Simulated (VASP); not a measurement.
Wanted: the native input for a VASP 6.6.1 run.

```yaml
Task: single point
Functional: PBE
Potentials_or_basis: VASP PAW PBE potentials, release 64 (Li_sv, S)
Cutoff: 520 eV
k_mesh: 12 × 12 × 4
Occupations: gaussian, width 0.1 eV
Spin: no spin polarisation
Dipole_correction: no
Further_INCAR_settings: ALGO = Normal; EDIFF = 1e-06; NBANDS = 24
```

The structure of LiS2 lies in POSCAR:

```
LiS2
1.0
    2.7502635480      0.0000000000      0.0000000000
   -1.3751317740      2.3817980996      0.0000000000
    0.0000000000      0.0000000000     16.4983105464
Li S
2 4
Direct
    0.3333333333      0.6666666667      0.2500000000
    0.6666666667      0.3333333333      0.7500000000
    0.3333333333      0.6666666667      0.6311380911
    0.6666666667      0.3333333333      0.1311380911
    0.3333333333      0.6666666667      0.8688619089
    0.6666666667      0.3333333333      0.3688619089
```

One way to write it, as run:

INCAR

```
PREC = Accurate
ENCUT = 520
EDIFF = 1E-6
ISMEAR = 0
SIGMA = 0.1
LREAL = F
LASPH = T
NELM = 60
ALGO = Normal
ISIF = 2
LWAVE = F
LCHARG = F
GGA = PE
NBANDS = 24
```

KPOINTS

```
Automatic mesh
0
Gamma
  12 12 4
```

Potentials or basis: VASP PAW PBE potentials, release 64 (Li_sv, S).

The run is started by

```bash
$ cat potpaw_PBE.64/Li_sv/POTCAR potpaw_PBE.64/S/POTCAR > POTCAR
$ mpirun -np 1 vasp_std > vasp.out
```

It gave:

```yaml
Band_gap_on_the_k_mesh: zero (bands 15 and 16 overlap by 5.46 eV)
```

Wall time 61 s on 1 thread of Intel(R) Xeon(R) 6975P-C (Granite Rapids), on a shared host, peak memory 0.26 GiB.
